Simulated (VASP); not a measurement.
# Cs3W (Pm-3m) in VASP: single point with PBE

Aim: the single point of Cs3W with PBE.

Everything below comes from runs of VASP 6.6.1. Logs are shortened: lines on timing, memory, paths and dates and some standing lists are left out, and cuts for length are marked.

### Step 1. The cell of the first run

The structure is cubic, space group Pm-3m (No. 221). The conventional cell has a = 6.069 Å, b = 6.069 Å, c = 6.069 Å, α = 90.00°, β = 90.00°, γ = 90.00°. Within 5.6 Å of Cs (site symmetry 4/mmm) lie 8 Cs at 4.29 Å and 4 W at 4.29 Å. W (site symmetry m-3m) has 12 Cs at 4.29 Å within 5.6 Å.

### Step 2. Single point, PBE (Pt replaced by W, lengths x 1.018, strained)

The input, INCAR:

```
PREC = Accurate ; ENCUT = 520
EDIFF = 1E-6 ; ISMEAR = 0
SIGMA = 0.1 ; LREAL = False
LASPH = True ; NELM = 100
ALGO = Normal ; ISIF = 2
LWAVE = False ; LCHARG = False
GGA = PE ; NBANDS = 28
```

The input, KPOINTS:

```
Automatic mesh
0
Gamma
  8 8 8
```

The input, POSCAR:

```
Cs3W
1.0
    6.0694634557      0.0000000000      0.0000000000
    0.0000000000      6.0694634557      0.0000000000
    0.0000000000      0.0000000000      6.0694634557
Cs W
3 1
Direct
    0.0000000000      0.0000000000      0.5000000000
    0.0000000000      0.5000000000      0.0000000000
    0.5000000000      0.0000000000      0.0000000000
    0.5000000000      0.5000000000      0.5000000000
```

Potentials or basis: VASP PAW PBE potentials, release 64 (Cs_sv, W_sv).

Command:

```console
> cat potpaw_PBE.64/Cs_sv/POTCAR potpaw_PBE.64/W_sv/POTCAR > POTCAR
> mpirun -np 1 vasp_std > vasp.out
```

OUTCAR:

```text
PREC = Accurate
   ENCUT = 520
   EDIFF = 1E-6
   ISMEAR = 0
   LREAL = False
   LASPH = True
   NELM = 100
   ISIF = 2
   GGA = PE

 ion  position               nearest neighbor table
   1  0.000  0.000  0.500-
   2  0.000  0.500  0.000-
   3  0.500  0.000  0.000-
   4  0.500  0.500  0.500-

  LATTYP: Found a simple cubic cell.
 ALAT       =     6.0694634557

  Lattice vectors:

 A1 = (   6.0694634557,   0.0000000000,   0.0000000000)
 A2 = (   0.0000000000,   6.0694634557,   0.0000000000)
 A3 = (   0.0000000000,   0.0000000000,   6.0694634557)

Analysis of symmetry for initial positions (statically):
=====================================================================
 Subroutine PRICEL returns:
 Original cell was already a primitive cell.

 Routine SETGRP: Setting up the symmetry group for a
 simple cubic supercell.

 Subroutine GETGRP returns: Found 48 space group operations
 (whereof 48 operations were pure point group operations)
 out of a pool of 48 trial point group operations.

The static configuration has the point symmetry O_h .

Analysis of symmetry for dynamics (positions and initial velocities):
=====================================================================
 Subroutine PRICEL returns:
 Original cell was already a primitive cell.

 Routine SETGRP: Setting up the symmetry group for a
 simple cubic supercell.

 Subroutine GETGRP returns: Found 48 space group operations
 (whereof 48 operations were pure point group operations)
 out of a pool of 48 trial point group operations.

The dynamic configuration has the point symmetry O_h .

 Subroutine INISYM returns: Found 48 space group operations
 (whereof 48 operations are pure point group operations),
 and found     1 'primitive' translations

----------------------------------------------------------------------------------------

                                     Primitive cell

  volume of cell :     223.5892

  direct lattice vectors                    reciprocal lattice vectors
     6.069463456  0.000000000  0.000000000     0.164759209  0.000000000  0.000000000
     0.000000000  6.069463456  0.000000000     0.000000000  0.164759209  0.000000000
     0.000000000  0.000000000  6.069463456     0.000000000  0.000000000  0.164759209

  length of vectors
     6.069463456  6.069463456  6.069463456     0.164759209  0.164759209  0.164759209

  position of ions in fractional coordinates (direct lattice)
     0.000000000  0.000000000  0.500000000
     0.000000000  0.500000000  0.000000000
     0.500000000  0.000000000  0.000000000
     0.500000000  0.500000000  0.500000000

  ion indices of the primitive-cell ions
   primitive index   ion index
                 1           1
                 2           2
                 3           3
                 4           4

----------------------------------------------------------------------------------------

 KPOINTS: Automatic mesh

Automatic generation of k-mesh.
 Grid dimensions read from file:
 generate k-points for:    8    8    8

 Generating k-lattice:

  Cartesian coordinates                     Fractional coordinates (reciprocal lattice)
     0.020594901  0.000000000  0.000000000     0.125000000  0.000000000  0.000000000
     0.000000000  0.020594901  0.000000000     0.000000000  0.125000000  0.000000000
     0.000000000  0.000000000  0.020594901     0.000000000  0.000000000  0.125000000

  Length of vectors
     0.020594901  0.020594901  0.020594901

  Shift w.r.t. Gamma in fractional coordinates (k-lattice)
     0.000000000  0.000000000  0.000000000

 Subroutine IBZKPT returns following result:
 ===========================================

 Found     35 irreducible k-points:

 Following reciprocal coordinates:
            Coordinates               Weight
  0.000000  0.000000  0.000000      1.000000
  0.125000  0.000000  0.000000      6.000000
  0.250000  0.000000  0.000000      6.000000
  0.375000  0.000000  0.000000      6.000000
  0.500000  0.000000  0.000000      3.000000
  0.125000  0.125000  0.000000     12.000000
[... 16 lines left out ...]
  0.375000  0.375000  0.125000     24.000000
  0.500000  0.375000  0.125000     24.000000
 [... further k-points ...]
   k-points           NKPTS =     35   k-points in BZ     NKDIM =     35   number of bands    NBANDS=     28
   number of dos      NEDOS =    301   number of ions     NIONS =      4
   total plane-waves  NPLWV = 110592
   dimension x,y,z NGX =    48 NGY =   48 NGZ =   48
   dimension x,y,z NGXF=    96 NGYF=   96 NGZF=   96
   ions per type =               3   1
   NGX,Y,Z   is equivalent  to a cutoff of  13.15, 13.15, 13.15 a.u.
   NGXF,Y,Z  is equivalent  to a cutoff of  26.29, 26.29, 26.29 a.u.
 SYSTEM =  unknown system
   PREC   = accura    normal or accurate (medium, high low for compatibility)
   ISTART =      0    job   : 0-new  1-cont  2-samecut
   ICHARG =      2    charge: 1-file 2-atom 10-const
   ISPIN  =      1    spin polarized calculation?
   LNONCOLLINEAR =      F non collinear calculations
   LSORBIT =      F    spin-orbit coupling
   LASPH  =      T    aspherical Exc in radial PAW
   ENCUT  =  520.0 eV  38.22 Ry    6.18 a.u.  11.29 11.29 11.29*2*pi/ulx,y,z
   NELM   =    100;   NELMIN=  2; NELMDL= -5     # of ELM steps
   EDIFF  = 0.1E-05   stopping-criterion for ELM
   LREAL  =      F    real-space projection
[... 7 lines left out ...]
   TEBEG  =    0.0;   TEEND  =   0.0 temperature during run
   PSTRESS=    0.0 pullay stress
   NELECT =      41.0000    total number of electrons
   NUPDOWN=      -1.0000    fix difference up-down
   EMIN   =  10.00;   EMAX   =-10.00  energy-range for DOS
   EFERMI =   0.00;   METHOD = LEGACY
   ISMEAR =     0;   SIGMA  =   0.10  broadening in eV -4-tet -1-fermi 0-gaus
   EFERMI_NEDOS =   21; number of points for ismear=-14 and -15
   IALGO  =     38    algorithm
   IMIX   =      4    mixing-type and parameters
     AMIX     =   0.40;   BMIX     =  1.00
     AMIX_MAG =   1.60;   BMIX_MAG =  1.00
  volume/ion in A,a.u.               =      55.90       377.21
  Fermi-wavevector in a.u.,A,eV,Ry     =   0.930078  1.757592 11.769641  0.865044
  Thomas-Fermi vector in A             =   2.056428
   LORBIT       =      0    0 simple, 1 ext, 2 COOP (PROOUT), +10 PAW based schemes
   GGA     = PE    functional components
   LHFCALC =     F    Hartree Fock is set to
   AEXX    =    0.0000 exact exchange contribution
   IVDW    =     0    specifies the selected vdW correction
   LEPSILON=     F    determine dielectric tensor
   LRPA    =     F    only Hartree local field effects (RPA)
 non-spin polarized calculation
 Gauss-broadening in eV      SIGMA  =   0.10
  energy-cutoff  :      520.00
  volume of cell :      223.59
 maximum number of plane-waves:      6062
 NGX is ok and might be reduce to    48
   NGX = 23   NGY = 23   NGZ = 23

 number of electron      41.0000000 magnetization

 Free energy of the ion-electron system (eV)
  ---------------------------------------------------
  ext. energy  EPLUGINS =         0.00000000
  ---------------------------------------------------
  free energy    TOTEN  =        -7.37836206 eV

  energy without entropy =       -7.26343847  energy(sigma->0) =       -7.32090027

 E-fermi :   2.0769     XC(G=0):  -7.5431

 val. band max:        2.0682338503   @ k =   0.2500   0.2500   0.1250
 cond. band min:       2.0773317080   @ k =   0.5000   0.3750   0.0000
 fundamental gap:      0.0090978577
 Fermi energy:         2.0768853701

 k-point     1 :       0.0000    0.0000    0.0000
  band No.  band energies     occupation
      1     -71.7532      2.00000
      2     -35.9276      2.00000
      3     -35.9276      2.00000
      4     -35.9276      2.00000
      5     -21.1272      2.00000
      6     -20.9922      2.00000
[... 20 lines left out ...]
     27       4.5900      0.00000
     28       4.5976      0.00000

 k-point     2 :       0.1250    0.0000    0.0000
  band No.  band energies     occupation
      1     -71.7532      2.00000
      2     -35.9276      2.00000
      3     -35.9276      2.00000
      4     -35.9276      2.00000
      5     -21.1227      2.00000
      6     -20.9967      2.00000
[... 20 lines left out ...]
     27       4.1897      0.00000
     28       4.6453      0.00000

 k-point     3 :       0.2500    0.0000    0.0000
  band No.  band energies     occupation
      1     -71.7532      2.00000
      2     -35.9276      2.00000
      3     -35.9276      2.00000
      4     -35.9276      2.00000
      5     -21.1101      2.00000
      6     -21.0094      2.00000
[... 20 lines left out ...]
     27       4.1243      0.00000
     28       4.8213      0.00000

 k-point     4 :       0.3750    0.0000    0.0000
  band No.  band energies     occupation
      1     -71.7532      2.00000
      2     -35.9276      2.00000
      3     -35.9276      2.00000
      4     -35.9276      2.00000
      5     -21.0930      2.00000
      6     -21.0267      2.00000
[... 20 lines left out ...]
     27       4.0539      0.00000
     28       5.1277      0.00000

 k-point     5 :       0.5000    0.0000    0.0000
  band No.  band energies     occupation
      1     -71.7532      2.00000
      2     -35.9277      2.00000
      3     -35.9276      2.00000
      4     -35.9276      2.00000
      5     -21.0823      2.00000
      6     -21.0374      2.00000
[... 20 lines left out ...]
     27       4.0231      0.00000
     28       5.3605      0.00000

 k-point     6 :       0.1250    0.1250    0.0000
  band No.  band energies     occupation
      1     -71.7532      2.00000
      2     -35.9276      2.00000
      3     -35.9276      2.00000
      4     -35.9276      2.00000
      5     -21.1183      2.00000
      6     -20.9988      2.00000
[... 463 lines left out ...]
      5     -21.0765      2.00000
      6     -21.0272      2.00000
[... 20 lines left out ...]
     27       4.3500      0.00000
     28       4.5514      0.00000

 k-point    22 :       0.5000    0.2500    0.1250
  band No.  band energies     occupation
      1     -71.7532      2.00000
      2     -35.9277      2.00000
      3     -35.9276      2.00000
      4     -35.9276      2.00000
      5     -21.0665      2.00000
      6     -21.0369      2.00000
[... 20 lines left out ...]
     27       4.3228      0.00000
     28       4.6173      0.00000

 k-point    23 :       0.3750    0.3750    0.1250
  band No.  band energies     occupation
      1     -71.7532      2.00000
      2     -35.9276      2.00000
      3     -35.9276      2.00000
      4     -35.9276      2.00000
      5     -21.0630      2.00000
      6     -21.0302      2.00000
[... 20 lines left out ...]
     27       4.3395      0.00000
     28       4.4476      0.00000

 k-point    24 :       0.5000    0.3750    0.1250
  band No.  band energies     occupation
      1     -71.7532      2.00000
      2     -35.9276      2.00000
      3     -35.9276      2.00000
      4     -35.9276      2.00000
      5     -21.0528      2.00000
      6     -21.0367      2.00000
[... 20 lines left out ...]
     27       4.3058      0.00000
     28       4.3058      0.00000

 [... further k-points ...]
[... 5 lines left out ...]
  --------------------------------------------------------------------------------------
  -------------------------------------------------------------------------------------
  Total       -0.8386928     -0.8386928     -0.8386928      0.0000000     -0.0000000      0.0000000
  in kB       -6.0098356     -6.0098356     -6.0098356      0.0000000     -0.0000000      0.0000000
  external PRESSURE =      -6.0098356 kB  Pullay stress =       0.0000000 kB

 VOLUME and BASIS-vectors are now :
 -----------------------------------------------------------------------------
  energy-cutoff  :      520.00
  volume of cell :      223.59
      direct lattice vectors                 reciprocal lattice vectors
     6.069463456  0.000000000  0.000000000     0.164759209  0.000000000  0.000000000
     0.000000000  6.069463456  0.000000000     0.000000000  0.164759209  0.000000000
     0.000000000  0.000000000  6.069463456     0.000000000  0.000000000  0.164759209

 POSITION                                       TOTAL-FORCE (eV/Angst)
 -----------------------------------------------------------------------------------
      0.00000      0.00000      3.03473         0.000000      0.000000      0.000000
      0.00000      3.03473      0.00000         0.000000      0.000000      0.000000
      3.03473      0.00000      0.00000         0.000000      0.000000      0.000000
      3.03473      3.03473      3.03473         0.000000      0.000000      0.000000
 -----------------------------------------------------------------------------------
    total drift:                                0.000000     -0.000000      0.000000

  FREE ENERGIE OF THE ION-ELECTRON SYSTEM (eV)
  ---------------------------------------------------
  free  energy   TOTEN  =        -7.3783620623 eV

  energy  without entropy=       -7.2634384715  energy(sigma->0) =       -7.32090027
```

Wall time 3.2 min (1 thread of Intel Xeon Platinum 8259CL at 2.50GHz (Skylake/Cascade Lake), shared host); peak memory 0.44 GiB.

Results:

```yaml
Free_energy: -7.3784 eV
Pressure: -0.6 GPa
Band_gap_on_the_k_mesh: zero (an odd number of electrons rules out a gap without spin polarisation)
```

Caveat: the cell differs from its parent crystal (Pt replaced by W, lengths x 1.018, strained); spin-orbit coupling is left out, which moves the levels of the heavy elements.
